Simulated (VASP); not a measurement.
# C in VASP: single point with PBE+D3(BJ)

Aim: the single point of C with PBE+D3(BJ).

Program: VASP 6.6.1. These are calculated values, not measurements. Logs are shortened: lines on timing, memory, paths and dates and some standing lists are left out, and cuts for length are marked.

**1. The cell of the first run**

The cell holds a slab with vacuum, 4 atoms: a = 2.416 Å, b = 2.441 Å, c = 23.468 Å, α = 89.66°, β = 90.67°, γ = 121.15°.

**2. Single point, PBE+D3(BJ) (atoms moved at random and the cell strained at random)**

Contents of INCAR:

```
  PREC = Accurate
  ENCUT = 600
  EDIFF = 1E-6
  ISMEAR = 0
  SIGMA = 0.15
  LREAL = F
  LASPH = T
  NELM = 120
  ALGO = Normal
  ISIF = 2
  LWAVE = F
  LCHARG = F
  GGA = PE
  IVDW = 12
  NBANDS = 16
  GGA_COMPAT = F
```

Contents of KPOINTS:

```
Automatic mesh
0
Gamma
  24 24 2
```

Contents of POSCAR:

```
C
1.0
    2.4154120338     -0.0317878230     -0.0141896402
   -1.2352350791      2.1054679761      0.0072364927
   -0.1376924389      0.0015874275     23.4680214289
C
4
Direct
    0.1280225624      0.0164154939      0.5750636412
   -0.0943898714     -0.0136613145      0.4341119103
    0.2550526936      0.6697785723      0.4252506969
    0.7113146154      0.3274672483      0.5655737516
```

Potentials or basis: VASP PAW PBE potentials, release 64 (C).

Command:

```sh
cat potpaw_PBE.64/C/POTCAR > POTCAR
mpirun -np 1 vasp_std > vasp.out
```

OUTCAR:

```text
PREC = Accurate
   ENCUT = 600
   EDIFF = 1E-6
   ISMEAR = 0
   LREAL = F
   LASPH = T
   NELM = 120
   ISIF = 2
   GGA = PE
   IVDW = 12
 IVDW          = 12

 ion  position               nearest neighbor table
   1  0.128  0.016  0.575-   4 1.23   4 1.46   4 1.56
   2  0.906  0.986  0.434-   3 1.36   3 1.43   3 1.44
   3  0.255  0.670  0.425-   2 1.36   2 1.43   2 1.44
   4  0.711  0.327  0.566-   1 1.23   1 1.46   1 1.56

  LATTYP: Found a triclinic cell.
 ALAT       =     2.4156628706
 B/A-ratio  =     0.9877222884
 C/A-ratio  =     9.7151078908
 COS(alpha) =     0.0057573332
 COS(beta)  =     0.0117413307
 COS(gamma) =     0.4831540795

  Lattice vectors:

 A1 = (  -2.4154120338,   0.0317878230,   0.0141896402)
 A2 = (  -1.1801769547,  -2.0736801531,   0.0069531475)
 A3 = (  -0.1376924389,   0.0015874275,  23.4680214289)

Analysis of symmetry for initial positions (statically):
=====================================================================
 Subroutine PRICEL returns:
 Original cell was already a primitive cell.

 Routine SETGRP: Setting up the symmetry group for a
 triclinic supercell.

 Subroutine GETGRP returns: Found  1 space group operations
 (whereof  1 operations were pure point group operations)
 out of a pool of  2 trial point group operations.

The static configuration has the point symmetry C_1 .

Analysis of symmetry for dynamics (positions and initial velocities):
=====================================================================
 Subroutine PRICEL returns:
 Original cell was already a primitive cell.

 Routine SETGRP: Setting up the symmetry group for a
 triclinic supercell.

 Subroutine GETGRP returns: Found  1 space group operations
 (whereof  1 operations were pure point group operations)
 out of a pool of  2 trial point group operations.

The dynamic configuration has the point symmetry C_1 .

 Subroutine INISYM returns: Found  1 space group operations
 (whereof  1 operations are pure point group operations),
 and found     1 'primitive' translations

----------------------------------------------------------------------------------------

                                     Primitive cell

  volume of cell :     118.4228

  direct lattice vectors                    reciprocal lattice vectors
     2.415412034 -0.031787823 -0.014189640     0.417243730  0.244780021  0.002431510
    -1.235235079  2.105467976  0.007236493     0.006299252  0.478649419  0.000004582
    -0.137692439  0.001587427 23.468021429     0.000250339  0.000000409  0.042612645

  length of vectors
     2.415662871  2.441076293 23.468425416     0.483751487  0.478690868  0.042613380

  position of ions in fractional coordinates (direct lattice)
     0.128022562  0.016415494  0.575063641
     0.905610129  0.986338686  0.434111910
     0.255052694  0.669778572  0.425250697
     0.711314615  0.327467248  0.565573752

  ion indices of the primitive-cell ions
   primitive index   ion index
                 1           1
                 2           2
                 3           3
                 4           4

----------------------------------------------------------------------------------------

 KPOINTS: Automatic mesh

Automatic generation of k-mesh.
 Grid dimensions read from file:
 generate k-points for:   24   24    2

 Generating k-lattice:

  Cartesian coordinates                     Fractional coordinates (reciprocal lattice)
     0.017385155  0.010199168  0.000101313     0.041666667  0.000000000 -0.000000000
     0.000262469  0.019943726  0.000000191     0.000000000  0.041666667  0.000000000
     0.000125169  0.000000204  0.021306323     0.000000000 -0.000000000  0.500000000

  Length of vectors
     0.020156312  0.019945453  0.021306690

  Shift w.r.t. Gamma in fractional coordinates (k-lattice)
     0.000000000  0.000000000  0.000000000

 Subroutine IBZKPT returns following result:
 ===========================================

 Found    580 irreducible k-points:

 Following reciprocal coordinates:
            Coordinates               Weight
  0.000000  0.000000  0.000000      1.000000
  0.041667  0.000000 -0.000000      2.000000
  0.083333  0.000000  0.000000      2.000000
  0.125000  0.000000  0.000000      2.000000
  0.166667  0.000000  0.000000      2.000000
  0.208333  0.000000  0.000000      2.000000
[... 16 lines left out ...]
  0.375000  0.041667 -0.000000      2.000000
  0.416667  0.041667  0.000000      2.000000
 [... further k-points ...]
   k-points           NKPTS =    580   k-points in BZ     NKDIM =    580   number of bands    NBANDS=     16
   number of dos      NEDOS =    301   number of ions     NIONS =      4
   total plane-waves  NPLWV =  76800
   dimension x,y,z NGX =    20 NGY =   20 NGZ =  192
   dimension x,y,z NGXF=    40 NGYF=   40 NGZF=  384
   ions per type =               4
   NGX,Y,Z   is equivalent  to a cutoff of  13.76, 13.62, 13.60 a.u.
   NGXF,Y,Z  is equivalent  to a cutoff of  27.53, 27.24, 27.20 a.u.
 SYSTEM =  unknown system
   PREC   = accura    normal or accurate (medium, high low for compatibility)
   ISTART =      0    job   : 0-new  1-cont  2-samecut
   ICHARG =      2    charge: 1-file 2-atom 10-const
   ISPIN  =      1    spin polarized calculation?
   LNONCOLLINEAR =      F non collinear calculations
   LSORBIT =      F    spin-orbit coupling
   LASPH  =      T    aspherical Exc in radial PAW
   ENCUT  =  600.0 eV  44.10 Ry    6.64 a.u.   4.82  4.88 46.87*2*pi/ulx,y,z
   NELM   =    120;   NELMIN=  2; NELMDL= -5     # of ELM steps
   EDIFF  = 0.1E-05   stopping-criterion for ELM
   LREAL  =      F    real-space projection
[... 7 lines left out ...]
   TEBEG  =    0.0;   TEEND  =   0.0 temperature during run
   PSTRESS=    0.0 pullay stress
   NELECT =      16.0000    total number of electrons
   NUPDOWN=      -1.0000    fix difference up-down
   EMIN   =  10.00;   EMAX   =-10.00  energy-range for DOS
   EFERMI =   0.00;   METHOD = LEGACY
   ISMEAR =     0;   SIGMA  =   0.15  broadening in eV -4-tet -1-fermi 0-gaus
   EFERMI_NEDOS =   21; number of points for ismear=-14 and -15
   IALGO  =     38    algorithm
   IMIX   =      4    mixing-type and parameters
     AMIX     =   0.40;   BMIX     =  1.00
     AMIX_MAG =   1.60;   BMIX_MAG =  1.00
  volume/ion in A,a.u.               =      29.61       199.79
  Fermi-wavevector in a.u.,A,eV,Ry     =   0.840046  1.587457  9.601323  0.705677
  Thomas-Fermi vector in A             =   1.954364
   LORBIT       =      0    0 simple, 1 ext, 2 COOP (PROOUT), +10 PAW based schemes
   GGA     = PE    functional components
   LHFCALC =     F    Hartree Fock is set to
   AEXX    =    0.0000 exact exchange contribution
   IVDW    =    12    specifies the selected vdW correction
   LEPSILON=     F    determine dielectric tensor
   LRPA    =     F    only Hartree local field effects (RPA)
 non-spin polarized calculation
 Gauss-broadening in eV      SIGMA  =   0.15
  energy-cutoff  :      600.00
  volume of cell :      118.42
 maximum number of plane-waves:      3996
   NGX =  9   NGY =  9   NGZ = 93

 number of electron      16.0000000 magnetization

 Free energy of the ion-electron system (eV)
  ---------------------------------------------------
  ext. energy  EPLUGINS =         0.00000000
  ---------------------------------------------------
  free energy    TOTEN  =       -34.80961783 eV

  energy without entropy =      -34.80805517  energy(sigma->0) =      -34.80883650

 E-fermi :  -1.7111     XC(G=0):  -3.3880

 val. band max:       -1.7904611951   @ k =   0.4167   0.1667   0.0000
 cond. band min:      -1.6935438068   @ k =   0.4167   0.1250   0.5000
 fundamental gap:      0.0969173883
 Fermi energy:        -1.7111197482

 k-point     1 :       0.0000    0.0000    0.0000
  band No.  band energies     occupation
      1     -21.5039      2.00000
      2     -21.3320      2.00000
      3     -10.0037      2.00000
      4      -8.9063      2.00000
      5      -6.3436      2.00000
      6      -4.6681      2.00000
[... 8 lines left out ...]
     15       5.1424      0.00000
     16       5.2468      0.00000

 k-point     2 :       0.0417    0.0000   -0.0000
  band No.  band energies     occupation
      1     -21.4610      2.00000
      2     -21.2894      2.00000
      3      -9.9515      2.00000
      4      -8.8568      2.00000
      5      -6.4544      2.00000
      6      -4.8138      2.00000
[... 8 lines left out ...]
     15       5.1944      0.00000
     16       5.3005      0.00000

 k-point     3 :       0.0833    0.0000    0.0000
  band No.  band energies     occupation
      1     -21.3326      2.00000
      2     -21.1615      2.00000
      3      -9.7958      2.00000
      4      -8.7102      2.00000
      5      -6.7761      2.00000
      6      -5.2356      2.00000
[... 8 lines left out ...]
     15       5.3508      0.00000
     16       5.4592      0.00000

 k-point     4 :       0.1250    0.0000    0.0000
  band No.  band energies     occupation
      1     -21.1193      2.00000
      2     -20.9487      2.00000
      3      -9.5407      2.00000
      4      -8.4787      2.00000
      5      -7.2720      2.00000
      6      -5.8935      2.00000
[... 8 lines left out ...]
     15       5.6716      0.00000
     16       5.8445      0.00000

 k-point     5 :       0.1667    0.0000    0.0000
  band No.  band energies     occupation
      1     -20.8223      2.00000
      2     -20.6512      2.00000
      3      -9.2051      2.00000
      4      -8.2847      2.00000
      5      -7.7819      2.00000
      6      -6.7247      2.00000
[... 8 lines left out ...]
     15       5.9578      0.00000
     16       6.7878      0.00000

 k-point     6 :       0.2083    0.0000    0.0000
  band No.  band energies     occupation
      1     -20.4434      2.00000
      2     -20.2697      2.00000
      3      -9.0726      2.00000
      4      -8.5426      2.00000
      5      -7.8475      2.00000
      6      -7.4016      2.00000
[... 8 lines left out ...]
     15       6.2895      0.00000
     16       7.1077      0.00000

 k-point     7 :       0.2500    0.0000    0.0000
  band No.  band energies     occupation
      1     -19.9851      2.00000
      2     -19.8048      2.00000
      3      -9.8155      2.00000
      4      -8.9220      2.00000
      5      -7.9866      2.00000
      6      -6.9844      2.00000
[... 8 lines left out ...]
     15       6.6478      0.00000
     16       7.1201      0.00000

 k-point     8 :       0.2917    0.0000   -0.0000
  band No.  band energies     occupation
      1     -19.4510      2.00000
      2     -19.2573      2.00000
      3     -10.7410      2.00000
      4      -9.9954      2.00000
      5      -7.3661      2.00000
      6      -6.5800      2.00000
[... 8 lines left out ...]
     15       6.8282      0.00000
     16       7.1325      0.00000

 k-point     9 :       0.3333    0.0000    0.0000
  band No.  band energies     occupation
      1     -18.8462      2.00000
      2     -18.6286      2.00000
      3     -11.7094      2.00000
      4     -11.1134      2.00000
      5      -6.9780      2.00000
      6      -6.6185      2.00000
[... 8 lines left out ...]
     15       7.0440      0.00000
     16       7.3770      0.00000
[... 172 lines left out ...]
 k-point    19 :       0.2083    0.0417    0.0000
  band No.  band energies     occupation
      1     -20.1886      2.00000
      2     -20.0106      2.00000
      3      -9.4645      2.00000
      4      -8.5207      2.00000
      5      -8.0996      2.00000
      6      -7.2055      2.00000
[... 8 lines left out ...]
     15       6.5049      0.00000
     16       7.2602      0.00000

 k-point    20 :       0.2500    0.0417    0.0000
  band No.  band energies     occupation
      1     -19.6916      2.00000
      2     -19.5031      2.00000
      3     -10.3243      2.00000
      4      -9.4486      2.00000
      5      -7.6548      2.00000
      6      -6.6493      2.00000
[... 8 lines left out ...]
     15       6.8950      0.00000
     16       7.1475      0.00000

 k-point    21 :       0.2917    0.0417    0.0000
  band No.  band energies     occupation
      1     -19.1213      2.00000
      2     -18.9137      2.00000
      3     -11.2581      2.00000
      4     -10.5537      2.00000
      5      -6.9720      2.00000
      6      -6.9088      2.00000
[... 8 lines left out ...]
     15       6.9832      0.00000
     16       7.2225      0.00000

 k-point    22 :       0.3333    0.0417    0.0000
  band No.  band energies     occupation
      1     -18.4837      2.00000
      2     -18.2439      2.00000
      3     -12.2157      2.00000
      4     -11.6689      2.00000
      5      -7.2828      2.00000
      6      -6.4491      2.00000
[... 8 lines left out ...]
     15       7.1607      0.00000
     16       7.9132      0.00000

 k-point    23 :       0.3750    0.0417   -0.0000
  band No.  band energies     occupation
      1     -17.7900      2.00000
      2     -17.4966      2.00000
      3     -13.1652      2.00000
      4     -12.7650      2.00000
      5      -7.5599      2.00000
      6      -6.7887      2.00000
[... 8 lines left out ...]
     15       8.2380      0.00000
     16       8.9736      0.00000

 k-point    24 :       0.4167    0.0417    0.0000
  band No.  band energies     occupation
      1     -17.0675      2.00000
      2     -16.6760      2.00000
      3     -14.0660      2.00000
      4     -13.8221      2.00000
      5      -7.7487      2.00000
      6      -7.0210      2.00000
[... 8 lines left out ...]
     15       9.4404      0.00000
     16      10.1119      0.00000

 [... further k-points ...]

------------------------ aborting loop because EDIFF is reached ----------------------------------------

 Edisp (eV)   -0.48269

 E8    (eV) :    -0.1448

  FORCE on cell =-STRESS in cart. coord.  units (eV):
  Direction    XX          YY          ZZ          XY          YZ          ZX
  --------------------------------------------------------------------------------------
  -------------------------------------------------------------------------------------
  Total      11.21059     7.62001    -1.23390     6.32119    -0.68362    -2.18710
  in kB     151.67143   103.09336   -16.69379    85.52134    -9.24890   -29.58997
  external pressure =       79.36 kB  Pullay stress =        0.00 kB

 VOLUME and BASIS-vectors are now :
 -----------------------------------------------------------------------------
  energy-cutoff  :      600.00
  volume of cell :      118.42
      direct lattice vectors                 reciprocal lattice vectors
     2.415412034 -0.031787823 -0.014189640     0.417243730  0.244780021  0.002431510
    -1.235235079  2.105467976  0.007236493     0.006299252  0.478649419  0.000004582
    -0.137692439  0.001587427 23.468021429     0.000250339  0.000000409  0.042612645

 POSITION                                       TOTAL-FORCE (eV/Angst)
 -----------------------------------------------------------------------------------
      0.20977      0.03141     13.49391       -11.194102     -4.933168     -2.436600
      0.90929      2.04861     10.18203         1.692616      1.981580     -3.421857
     -0.26983      1.40276      9.98102        -1.698685     -1.994113      3.395106
      1.23574      0.66776     13.26517        11.200171      4.945701      2.463351
 -----------------------------------------------------------------------------------
    total drift:                               -0.000010      0.000060     -0.000022

  FREE ENERGIE OF THE ION-ELECTRON SYSTEM (eV)
  ---------------------------------------------------
  free  energy   TOTEN  =       -35.2923108901 eV

  energy  without entropy=      -35.2907482326  energy(sigma->0) =      -35.29152956
```

It took 34 min on 1 thread of Oxide Virtual Turin-like, shared host; peak memory 0.98 GiB.

Results:

* Free energy: -35.2923 eV
* Largest force: 12.489 eV/Å
* Band gap on the k mesh: zero (bands 8 and 9 overlap by 0.67 eV)
* Dispersion energy per atom: -0.121 eV

Forces in eV/Å, atoms in the order of the input:
```
C   -11.194  -4.933  -2.437
C     1.693   1.982  -3.422
C    -1.699  -1.994   3.395
C    11.200   4.946   2.463
```

Caveat: the cell differs from its parent crystal (atoms moved at random and the cell strained at random); there is no dipole correction, which matters where the two faces differ.

The gap in the log of VASP goes by the Fermi energy; the results here count the filled bands.